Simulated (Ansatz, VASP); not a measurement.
Two plane-wave programs on GeBiO4

Contents of INCAR:

```
PREC = Accurate
ENCUT = 520
EDIFF = 1E-7
ISMEAR = 0
SIGMA = 0.1
LREAL = F
LASPH = T
NELM = 100
ALGO = Normal
ISIF = 2
LWAVE = F
LCHARG = F
GGA = PE
NBANDS = 36
```

Contents of KPOINTS:

```
Automatic mesh
0
Gamma
  4 4 4
```

POSCAR

```
GeBiO4
1.0
    0.0000000000      3.4810413700      3.4810413700
    3.4810413700      0.0000000000      3.4810413700
    3.4810413700      3.4810413700      0.0000000000
Ge Bi O
1 1 4
Direct
    0.5000000000      0.5000000000      0.5000000000
    0.2500000000      0.2500000000      0.2500000000
    0.8751941800      0.8751941800      0.3744174500
    0.3744174500      0.8751941800      0.8751941800
    0.8751941800      0.3744174500      0.8751941800
    0.8751941800      0.8751941800      0.8751941800
```

Input for Ansatz:

```yaml
crystal:
  lattice:
    - [0.0, 3.48104137, 3.48104137]
    - [3.48104137, 0.0, 3.48104137]
    - [3.48104137, 3.48104137, 0.0]
  atoms:
    - { symbol: Ge, position: [0.5, 0.5, 0.5] }
    - { symbol: Bi, position: [0.25, 0.25, 0.25] }
    - { symbol: O, position: [0.87519418, 0.87519418, 0.37441745] }
    - { symbol: O, position: [0.37441745, 0.87519418, 0.87519418] }
    - { symbol: O, position: [0.87519418, 0.37441745, 0.87519418] }
    - { symbol: O, position: [0.87519418, 0.87519418, 0.87519418] }
basis:
  ecutwfc: 420
kpoints:
  mp_grid: { grid: [4, 4, 4] }
hamiltonian:
  xc: pbe
scf:
  occupations: { method: gaussian, width: 0.1 }
  lower_state_search: "off"
output:
  forces: true
  stress: true
  eigenvalues: true
```

Change from the starting cell: species swapped into the GdErCo4 type (F-43m, No. 216).

Alike in both runs: task single point; functional PBE; k mesh 4 × 4 × 4; occupations gaussian, width 0.1 eV; no spin polarisation.

|  | VASP | Ansatz |
| --- | --- | --- |
| version | VASP 6.6.1 | Ansatz 0.2.0 |
| potentials or method | VASP PAW PBE potentials, release 64 (Ge_d, Bi_d, O), cutoff 520 eV | scalar-relativistic, plane waves, PAW |
| valence electrons in the cell | 53 | 53 |

```tsv
	VASP	Ansatz	Ansatz less VASP
gap on the k mesh at the Fermi level (eV)	none	none	-
pressure (GPa)	-11.1	-11.0	+0.08
rms of the force components (eV/Å)	0.014	0.014	-0.0004
```

Atom by atom the forces differ by 0.000 eV/Å (rms over components). A gap of «none» marks a metal or a gap that the smearing closes.

The k mesh is coarse, so the values compare programs but aren't converged. Neither program's run includes spin-orbit coupling.
